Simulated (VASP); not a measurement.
# ZnO (P6_3mc) in VASP: a series of runs, part 2 of 2

VASP 6.6.1.

## 6. Single point, PBEsol+D3(BJ)

This run uses another cell than the first one, of 11.19 Å³/atom.

INCAR reads:

```
SYSTEM = ZnO
ALGO = Normal
EDIFF = 1E-6
ENCUT = 1340
GGA = PS
GGA_COMPAT = .False.
ISIF = 2
ISMEAR = -1
IVDW = 12
LASPH = .True.
LCHARG = .False.
LREAL = .False.
LWAVE = .False.
NBANDS = 26
NELM = 120
PREC = Accurate
SIGMA = 0.05
```

KPOINTS reads:

```
k-points
0
Gamma
  9 9 5
  0 0 0
```

POSCAR reads:

```
ZnO
1.0
    3.1829769797      0.0000000000      0.0000000000
   -1.5914884899      2.7565389241      0.0000000000
    0.0000000000      0.0000000000      5.0994402224
Zn O
2 2
Direct
    0.6666666667      0.3333333333      0.0000000000
    0.3333333333      0.6666666667      0.5000000000
    0.3333333333      0.6666666667      0.8790100000
    0.6666666667      0.3333333333      0.3790100000
```

Potentials or basis: VASP PAW PBE potentials, release 64 (Zn, O_h).

Launch:

```
$ cat potpaw_PBE.64/Zn/POTCAR potpaw_PBE.64/O_h/POTCAR > POTCAR
$ mpirun -np 1 vasp_std > vasp.out
```

OUTCAR:

```text
SYSTEM = ZnO
   EDIFF = 1E-6
   ENCUT = 1340
   GGA = PS
   ISIF = 2
   ISMEAR = -1
   IVDW = 12
   LASPH = .True.
   LREAL = .False.
   NELM = 120
   PREC = Accurate
 IVDW          = 12

 ion  position               nearest neighbor table
   1  0.667  0.333  0.000-   4 1.93   3 1.94   3 1.94   3 1.94
   2  0.333  0.667  0.500-   3 1.93   4 1.94   4 1.94   4 1.94
   3  0.333  0.667  0.879-   2 1.93   1 1.94   1 1.94   1 1.94
   4  0.667  0.333  0.379-   1 1.93   2 1.94   2 1.94   2 1.94

  LATTYP: Found a hexagonal cell.
 ALAT       =     3.1829769797
 C/A-ratio  =     1.6020977390

  Lattice vectors:

 A1 = (   3.1829769797,   0.0000000000,   0.0000000000)
 A2 = (  -1.5914884899,   2.7565389241,   0.0000000000)
 A3 = (   0.0000000000,   0.0000000000,   5.0994402224)

Analysis of symmetry for initial positions (statically):
=====================================================================
 Subroutine PRICEL returns:
 Original cell was already a primitive cell.

 Routine SETGRP: Setting up the symmetry group for a
 hexagonal supercell.

 Subroutine GETGRP returns: Found 12 space group operations
 (whereof  6 operations were pure point group operations)
 out of a pool of 24 trial point group operations.

The static configuration has the point symmetry C_3v.
 The point group associated with its full space group is C_6v.

Analysis of symmetry for dynamics (positions and initial velocities):
=====================================================================
 Subroutine PRICEL returns:
 Original cell was already a primitive cell.

 Routine SETGRP: Setting up the symmetry group for a
 hexagonal supercell.

 Subroutine GETGRP returns: Found 12 space group operations
 (whereof  6 operations were pure point group operations)
 out of a pool of 24 trial point group operations.

The dynamic configuration has the point symmetry C_3v.
 The point group associated with its full space group is C_6v.

 Subroutine INISYM returns: Found 12 space group operations
 (whereof  6 operations are pure point group operations),
 and found     1 'primitive' translations

----------------------------------------------------------------------------------------

                                     Primitive cell

  volume of cell :      44.7425

  direct lattice vectors                    reciprocal lattice vectors
     3.182976980  0.000000000  0.000000000     0.314171295  0.181386882  0.000000000
    -1.591488490  2.756538924  0.000000000     0.000000000  0.362773764  0.000000000
     0.000000000  0.000000000  5.099440222     0.000000000  0.000000000  0.196099955

  length of vectors
     3.182976980  3.182976980  5.099440222     0.362773764  0.362773764  0.196099955

  position of ions in fractional coordinates (direct lattice)
     0.666666667  0.333333333  0.000000000
     0.333333333  0.666666667  0.500000000
     0.333333333  0.666666667  0.879010000
     0.666666667  0.333333333  0.379010000

  ion indices of the primitive-cell ions
   primitive index   ion index
                 1           1
                 2           2
                 3           3
                 4           4

----------------------------------------------------------------------------------------

 KPOINTS: k-points

Automatic generation of k-mesh.
 Grid dimensions read from file:
 generate k-points for:    9    9    5

 Generating k-lattice:

  Cartesian coordinates                     Fractional coordinates (reciprocal lattice)
     0.034907922  0.020154098  0.000000000     0.111111111  0.000000000  0.000000000
     0.000000000  0.040308196  0.000000000     0.000000000  0.111111111  0.000000000
     0.000000000  0.000000000  0.039219991     0.000000000  0.000000000  0.200000000

  Length of vectors
     0.040308196  0.040308196  0.039219991

  Shift w.r.t. Gamma in fractional coordinates (k-lattice)
     0.000000000  0.000000000  0.000000000

 Subroutine IBZKPT returns following result:
 ===========================================

 Found     36 irreducible k-points:

 Following reciprocal coordinates:
            Coordinates               Weight
  0.000000  0.000000  0.000000      1.000000
  0.111111 -0.000000  0.000000      6.000000
  0.222222  0.000000  0.000000      6.000000
  0.333333  0.000000  0.000000      6.000000
  0.444444  0.000000  0.000000      6.000000
  0.111111  0.111111  0.000000      6.000000
[... 16 lines left out ...]
  0.333333  0.222222  0.200000     24.000000
  0.333333  0.333333  0.200000      4.000000
 [... further k-points ...]
   k-points           NKPTS =     36   k-points in BZ     NKDIM =     36   number of bands    NBANDS=     26
   number of dos      NEDOS =    301   number of ions     NIONS =      4
   total plane-waves  NPLWV = 102400
   dimension x,y,z NGX =    40 NGY =   40 NGZ =   64
   dimension x,y,z NGXF=    80 NGYF=   80 NGZF=  128
   ions per type =               2   2
   NGX,Y,Z   is equivalent  to a cutoff of  20.89, 20.89, 20.86 a.u.
   NGXF,Y,Z  is equivalent  to a cutoff of  41.78, 41.78, 41.73 a.u.
 SYSTEM =  ZnO
   PREC   = accura    normal or accurate (medium, high low for compatibility)
   ISTART =      0    job   : 0-new  1-cont  2-samecut
   ICHARG =      2    charge: 1-file 2-atom 10-const
   ISPIN  =      1    spin polarized calculation?
   LNONCOLLINEAR =      F non collinear calculations
   LSORBIT =      F    spin-orbit coupling
   LASPH  =      T    aspherical Exc in radial PAW
   ENCUT  = 1340.0 eV  98.49 Ry    9.92 a.u.   9.50  9.50 15.22*2*pi/ulx,y,z
   NELM   =    120;   NELMIN=  2; NELMDL= -5     # of ELM steps
   EDIFF  = 0.1E-05   stopping-criterion for ELM
   LREAL  =      F    real-space projection
   EDIFFG = 0.1E-04   stopping-criterion for IOM
   NSW    =      0    number of steps for IOM
   IBRION =     -1    ionic relax: 0-MD 1-quasi-New 2-CG
   NFREE  =      0    steps in history (QN), initial steepest desc. (CG)
   ISIF   =      2    stress and relaxation
   ISYM   =      2    0-nonsym 1-usesym 2-fastsym
   POTIM  = 0.5000    time-step for ionic-motion
   TEBEG  =    0.0;   TEEND  =   0.0 temperature during run
   PSTRESS=    0.0 pullay stress
   NELECT =      36.0000    total number of electrons
   NUPDOWN=      -1.0000    fix difference up-down
   EMIN   =  10.00;   EMAX   =-10.00  energy-range for DOS
   EFERMI =   0.00;   METHOD = LEGACY
   ISMEAR =    -1;   SIGMA  =   0.05  broadening in eV -4-tet -1-fermi 0-gaus
   EFERMI_NEDOS =   21; number of points for ismear=-14 and -15
   IALGO  =     38    algorithm
   IMIX   =      4    mixing-type and parameters
     AMIX     =   0.40;   BMIX     =  1.00
     AMIX_MAG =   1.60;   BMIX_MAG =  1.00
  volume/ion in A,a.u.               =      11.19        75.48
  Fermi-wavevector in a.u.,A,eV,Ry     =   1.522658  2.877406 31.544924  2.318487
  Thomas-Fermi vector in A             =   2.631207
   LORBIT       =      0    0 simple, 1 ext, 2 COOP (PROOUT), +10 PAW based schemes
   GGA     = PS    functional components
   LHFCALC =     F    Hartree Fock is set to
   AEXX    =    0.0000 exact exchange contribution
   IVDW    =    12    specifies the selected vdW correction
   LEPSILON=     F    determine dielectric tensor
   LRPA    =     F    only Hartree local field effects (RPA)
 non-spin polarized calculation
  energy-cutoff  :     1340.00
  volume of cell :       44.74
 maximum number of plane-waves:      5022
 NGX is ok and might be reduce to    40
   NGX = 19   NGY = 19   NGZ = 31

 number of electron      36.0000000 magnetization

 Free energy of the ion-electron system (eV)
  ---------------------------------------------------
  ext. energy  EPLUGINS =         0.00000000
  ---------------------------------------------------
  free energy    TOTEN  =       -19.34475393 eV

  energy without entropy =      -19.34474987  energy(sigma->0) =      -19.34475190

 E-fermi :   2.3986     XC(G=0): -11.5262

 val. band max:        1.9734680582   @ k =   0.0000   0.0000   0.0000
 cond. band min:       2.7505884734   @ k =   0.0000   0.0000   0.0000
 fundamental gap:      0.7771204152
 Fermi energy:         2.3986059607

 k-point     1 :       0.0000    0.0000    0.0000
  band No.  band energies     occupation
      1     -16.5930      2.00000
      2     -15.7390      2.00000
      3      -4.2399      2.00000
      4      -4.0648      2.00000
      5      -4.0648      2.00000
      6      -4.0169      2.00000
[... 685 lines left out ...]
     25      15.5616      0.00000
     26      17.0430      0.00000

 [... further k-points ...]

------------------------ aborting loop because EDIFF is reached ----------------------------------------

 Edisp (eV)   -0.77942

 E8    (eV) :    -0.4667

  FORCE on cell =-STRESS in cart. coord.  units (eV):
  Direction    XX          YY          ZZ          XY          YZ          ZX
  --------------------------------------------------------------------------------------
  -------------------------------------------------------------------------------------
  Total       1.66883     1.66883     2.24459    -0.00000     0.00000     0.00000
  in kB      59.75902    59.75902    80.37634    -0.00000     0.00000     0.00000
  external pressure =       66.63 kB  Pullay stress =        0.00 kB

 VOLUME and BASIS-vectors are now :
 -----------------------------------------------------------------------------
  energy-cutoff  :     1340.00
  volume of cell :       44.74
      direct lattice vectors                 reciprocal lattice vectors
     3.182976980  0.000000000  0.000000000     0.314171295  0.181386882  0.000000000
    -1.591488490  2.756538924  0.000000000     0.000000000  0.362773764  0.000000000
     0.000000000  0.000000000  5.099440222     0.000000000  0.000000000  0.196099955

 POSITION                                       TOTAL-FORCE (eV/Angst)
 -----------------------------------------------------------------------------------
      1.59149      0.91885      0.00000        -0.000000     -0.000000     -0.088068
     -0.00000      1.83769      2.54972         0.000000      0.000000     -0.088068
     -0.00000      1.83769      4.48246         0.000000     -0.000000      0.088068
      1.59149      0.91885      1.93274        -0.000000     -0.000000      0.088068
 -----------------------------------------------------------------------------------
    total drift:                                0.000000     -0.000000      0.000434

  FREE ENERGIE OF THE ION-ELECTRON SYSTEM (eV)
  ---------------------------------------------------
  free  energy   TOTEN  =       -20.1241690812 eV

  energy  without entropy=      -20.1241650198  energy(sigma->0) =      -20.12416705
```

OSZICAR:

```text
N       E                     dE             d eps       ncg     rms          rms(c)
DAV:   1     0.448860033747E+03    0.44886E+03   -0.31647E+04  1888   0.386E+03
DAV:   2     0.558417831047E+02   -0.39302E+03   -0.36912E+03  1928   0.678E+02
DAV:   3    -0.178781833809E+02   -0.73720E+02   -0.71175E+02  2188   0.219E+02
DAV:   4    -0.220954917546E+02   -0.42173E+01   -0.41757E+01  2082   0.575E+01
DAV:   5    -0.221402898467E+02   -0.44798E-01   -0.44747E-01  2120   0.591E+00    0.157E+01
DAV:   6    -0.192073218444E+02    0.29330E+01   -0.51393E+00  3114   0.585E+01    0.101E+01
DAV:   7    -0.193962419873E+02   -0.18892E+00   -0.26542E+00  2074   0.158E+01    0.599E+00
DAV:   8    -0.193887496763E+02    0.74923E-02   -0.49580E-01  2794   0.701E+00    0.176E+00
DAV:   9    -0.193428763177E+02    0.45873E-01   -0.83285E-02  2746   0.552E+00    0.430E-01
DAV:  10    -0.193446571152E+02   -0.17808E-02   -0.41361E-02  1890   0.158E+00    0.968E-02
DAV:  11    -0.193447455281E+02   -0.88413E-04   -0.73850E-04  2116   0.316E-01    0.310E-02
DAV:  12    -0.193447558312E+02   -0.10303E-04   -0.11027E-04  2186   0.174E-01    0.153E-02
DAV:  13    -0.193447566469E+02   -0.81568E-06   -0.10487E-05  2486   0.825E-02    0.150E-02
DAV:  14    -0.193447541198E+02    0.25271E-05   -0.24002E-06  1828   0.256E-02    0.559E-03
DAV:  15    -0.193447539343E+02    0.18544E-06   -0.24874E-06  1430   0.137E-02
   1 F= -.20124169E+02 E0= -.20124167E+02  d E =-.406146E-05
```

stdout:

```text
POSCAR found type information on POSCAR ZnO
 POSCAR found :  2 types and       4 ions
 scaLAPACK will be used
 -----------------------------------------------------------------------------
|                                                                             |
|                                                                             |
|     You enforced a specific xc type in the INCAR file but a different       |
|     I HOPE YOU KNOW WHAT YOU ARE DOING!                                     |
|                                                                             |
 -----------------------------------------------------------------------------

 LDA part: xc-table for (Slater+PW92), standard interpolation
 POSCAR, INCAR and KPOINTS ok, starting setup
 FFT: planning ... GRIDC
 FFT: planning ... GRID_SOFT
 FFT: planning ... GRID
 WAVECAR not read
 entering main loop
```

It took 2.5 min on 1 thread of Intel Xeon Platinum 8375C at 2.90GHz (Ice Lake), shared host; peak memory 0.38 GiB.

What came out:

```
Free energy                : -20.1242 eV
Pressure                   : 6.7 GPa
Largest force              : 0.088 eV/Å
Band gap on the k mesh     : 0.78 eV
Dispersion energy per atom : -0.195 eV
```

Forces in eV/Å, atoms in the order of the input:
```
Zn   0.000  0.000 -0.088
Zn   0.000  0.000 -0.088
O    0.000  0.000  0.088
O    0.000  0.000  0.088
```

Stress tensor (GPa, compression positive):
```
5.98 0.00 0.00
0.00 5.98 0.00
0.00 0.00 8.04
```

Caveat: the cell stands under pressure; semilocal functionals underestimate gaps, and a narrow one can read as zero; the PAW data sets were made with another functional, which shifts forces and pressure a little. Expect the measured gap to be larger: semilocal functionals such as PBEsol lack the derivative discontinuity.

## 7. Summary

```csv
task,level,potentials or basis,cell,cutoff (eV),smearing,gap on the mesh (eV),pressure (GPa),largest force (eV/Å)
relaxation of cell and atoms,r2SCAN+D3(BJ),"VASP PAW PBE potentials, release 64 (Zn, O)","relaxed from a = 3.249, b = 3.249, c = 5.206 Å, angles 90.0, 90.0, 120.0°, 4 atoms, atomic positions A",600,fermi-dirac 0.05 eV,1.24,0.0,0.01
single point,PBE,"VASP PAW PBE potentials, release 64 (Zn, O_h)","a = 3.249, b = 3.249, c = 5.206 Å, angles 90.0, 90.0, 120.0°, 4 atoms, atomic positions A",1340,gaussian 0.029 eV,0.79,5.8,0.07
single point,PBE,"VASP PAW PBE potentials, release 64 (Zn, O_h)","a = 3.249, b = 3.249, c = 5.206 Å, angles 90.0, 90.0, 120.0°, 4 atoms, atomic positions A",1340,gaussian 0.018 eV,0.79,5.8,0.07
single point,PBEsol,"VASP PAW PBE potentials, release 64 (Zn, O_h)","a = 3.196, b = 3.196, c = 5.157 Å, angles 90.0, 90.0, 120.0°, 4 atoms, atomic positions B",1340,fermi-dirac 0.05 eV,0.74,6.0,0.01
single point,PBEsol+D3(BJ),"VASP PAW PBE potentials, release 64 (Zn, O_h)","a = 3.183, b = 3.183, c = 5.099 Å, angles 90.0, 90.0, 120.0°, 4 atoms, atomic positions A",1340,fermi-dirac 0.05 eV,0.78,6.7,0.09
```

Alike in all rows: no spin polarisation; k mesh 9 × 9 × 5.

Caveats: the cell stands under pressure (at least some runs); semilocal functionals underestimate gaps, and a narrow one can read as zero (at least some runs); the PAW data sets were made with another functional, which shifts forces and pressure a little (at least some runs).

Absolute energies hang on the potentials; compare differences alone.
